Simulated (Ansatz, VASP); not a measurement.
Two plane-wave programs on SrLuS2

```
Lu Sr S
1.0
     3.83901    0.00000    0.00000
    -1.91950    3.32468    0.00000
    -1.91950    1.10823    7.08727
Lu Sr S
1 1 2
Direct
  0.50000 0.50000 0.50000
  0.00000 0.00000 0.00000
  0.23369 0.76631 0.70107
  0.76631 0.23369 0.29893
```

Alike in both runs: task single point; functional PBE; k mesh 6 × 6 × 6; no spin polarisation.

```csv
,VASP,Ansatz
version,VASP 6.6.1,Ansatz 0.2.0
potentials or method,"VASP PAW PBE potentials, release 64 (Lu, Sr_sv, S), cutoff 520 eV",PAW plane waves
occupations,"fermi-dirac, width 0.1 eV",fermi-dirac
valence electrons in the cell,47,47
```

Ansatz gave:

* gap on the k mesh at the Fermi level (eV): none
* pressure (GPa): 3.4
* traceless stress, the component that is largest in VASP (GPa): -3.39
* rms of the force components (eV/Å): 0.527

Task: Which values does VASP return?

Result: gap on the k mesh at the Fermi level (eV): none; pressure (GPa): 3.6; traceless stress, the component that is largest in VASP (GPa): -3.39; rms of the force components (eV/Å): 0.534.

Atom by atom the forces differ by 0.007 eV/Å (rms over components). A gap of «none» marks a metal or a gap that the smearing closes. Ansatz's warnings: structure snapped to symmetry.

Spin-orbit coupling is off throughout.
